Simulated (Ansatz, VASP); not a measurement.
Given: the input of a run of Ansatz 0.2.0 on SiO2.

The input input.yaml:

```yaml
crystal:
  lattice:
    - [-2.6407100555, 4.8083885561, 4.4710906467]
    - [2.6407100555, -4.8083885561, 4.4710906467]
    - [2.6407100555, 4.8083885561, -4.4710906467]
  atoms:
    - { symbol: Si, position: [0.26034098, 0.84494489, 0.41539609] }
    - { symbol: Si, position: [0.0704512, 0.15505511, 0.91539609] }
    - { symbol: Si, position: [0.73965902, 0.15505511, 0.58460391] }
    - { symbol: Si, position: [0.9295488, 0.84494489, 0.08460391] }
    - { symbol: O, position: [0.5, 0.0, 0.5] }
    - { symbol: O, position: [0.0, 0.0, 0.0] }
    - { symbol: O, position: [0.79317541, 0.0, 0.29317541] }
    - { symbol: O, position: [0.20682459, 0.5, 0.20682459] }
    - { symbol: O, position: [0.20682459, 0.0, 0.70682459] }
    - { symbol: O, position: [0.79317541, 0.5, 0.79317541] }
    - { symbol: O, position: [0.86931113, 0.11931113, 0.75] }
    - { symbol: O, position: [0.13068887, 0.88068887, 0.25] }
hamiltonian:
  xc: pbe
  pseudopotentials: { kind: paw }
kpoints:
  mp_grid: { grid: [6, 6, 6] }
scf:
  occupations: { method: fermi_dirac, width: 0.05 }
output:
  forces: true
  stress: true
  eigenvalues: true
```

Potentials or basis: Ansatz PAW.

Command:

```bash
$ ansatz run input.yaml --threads 4 --pin off --max-ram 11264MiB --backend cpu --events-out ev --progress --plain --runs-dir out
```

Question: Translate it to VASP 6.6.1. Potentials there: VASP PAW PBE potentials, release 64 (Si, O).

Answer: As run (the cutoff follows the program's own potentials):

The input INCAR:

```
SYSTEM = SiO2
ALGO = Normal ; EDIFF = 1E-7
ENCUT = 520 ; GGA = PE
ISIF = 2 ; ISMEAR = -1
LASPH = .True. ; LCHARG = .False.
LREAL = .False. ; LWAVE = .False.
NBANDS = 44 ; NELM = 80
PREC = Accurate ; SIGMA = 0.05
```

The input KPOINTS:

```
k-points
0
Gamma
  6 6 6
  0 0 0
```

File POSCAR:

```
SiO2
1.0
   -2.6407100555      4.8083885561      4.4710906467
    2.6407100555     -4.8083885561      4.4710906467
    2.6407100555      4.8083885561     -4.4710906467
Si O
4 8
Direct
    0.2603409800      0.8449448900      0.4153960900
    0.0704512000      0.1550551100      0.9153960900
    0.7396590200      0.1550551100      0.5846039100
    0.9295488000      0.8449448900      0.0846039100
    0.5000000000      0.0000000000      0.5000000000
    0.0000000000      0.0000000000      0.0000000000
    0.7931754100      0.0000000000      0.2931754100
    0.2068245900      0.5000000000      0.2068245900
    0.2068245900      0.0000000000      0.7068245900
    0.7931754100      0.5000000000      0.7931754100
    0.8693111300      0.1193111300      0.7500000000
    0.1306888700      0.8806888700      0.2500000000
```

Potentials or basis: VASP PAW PBE potentials, release 64 (Si, O).

Launch:

```bash
$ cat potpaw_PBE.64/Si/POTCAR potpaw_PBE.64/O/POTCAR > POTCAR
$ mpirun -np 1 vasp_std > vasp.out
```

Both were run:

|  | VASP | Ansatz | Ansatz less VASP |
| --- | --- | --- | --- |
| gap on the k mesh at the Fermi level (eV) | 5.42 | 5.42 | +0.003 |
| least direct gap on the mesh (eV) | 5.42 | 5.42 | +0.003 |
| pressure (GPa) | 0.8 | 0.7 | -0.06 |
| rms of the force components (eV/Å) | 0.057 | 0.069 | +0.0124 |

Atom by atom the forces differ by 0.016 eV/Å (rms over components).
